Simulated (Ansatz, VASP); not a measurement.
Two plane-wave programs on Ir

File INCAR:

```
SYSTEM = Ir
PREC = Accurate
ENCUT = 560
EDIFF = 1E-6
ISMEAR = 0
SIGMA = 0.15
LREAL = .False.
LASPH = .True.
NELM = 120
ALGO = Normal
ISIF = 2
LWAVE = .False.
LCHARG = .True.
LELF = .True.
LVHAR = .True.
NBANDS = 14
GGA_COMPAT = .False.
```

The input KPOINTS:

```
regular mesh
0
Gamma
  22 22 22
  0 0 0
```

The input POSCAR:

```
Ir
1.0
    0.0000000000      1.9197000000      1.9197000000
    1.9197000000      0.0000000000      1.9197000000
    1.9197000000      1.9197000000      0.0000000000
Ir
1
Direct
    0.0000000000      0.0000000000      0.0000000000
```

Input for Ansatz:

```yaml
crystal:
  lattice:
    - [0.0, 1.9197, 1.9197]
    - [1.9197, 0.0, 1.9197]
    - [1.9197, 1.9197, 0.0]
  atoms:
    - { symbol: Ir, position: [0.0, 0.0, 0.0] }
basis:
  ecutwfc: 420
kpoints:
  mp_grid: { grid: [22, 22, 22] }
hamiltonian:
  xc: lda
scf:
  occupations: { method: gaussian, width: 0.15 }
output:
  forces: true
  stress: true
  eigenvalues: true
```

Alike in both runs: task single point; functional LDA; k mesh 22 × 22 × 22; occupations gaussian, width 0.15 eV; no spin polarisation.

```csv
,VASP,Ansatz
version,VASP 6.6.1,Ansatz 0.2.0
potentials or method,"VASP PAW LDA potentials, release 64 (Ir_sv_GW), cutoff 560 eV","scalar-relativistic, plane waves, PAW"
valence electrons in the cell,17,17
```

Ansatz gave:

* gap on the k mesh at the Fermi level (eV): none
* pressure (GPa): -8.4

Question: Estimate VASP's values.

Answer: gap on the k mesh at the Fermi level (eV): none; pressure (GPa): -8.8.

LDA's correlation is that of Perdew and Zunger in VASP and of Perdew and Wang (1992) in Ansatz. A gap of «none» marks a metal or a gap that the smearing closes.

Neither program's run includes spin-orbit coupling.
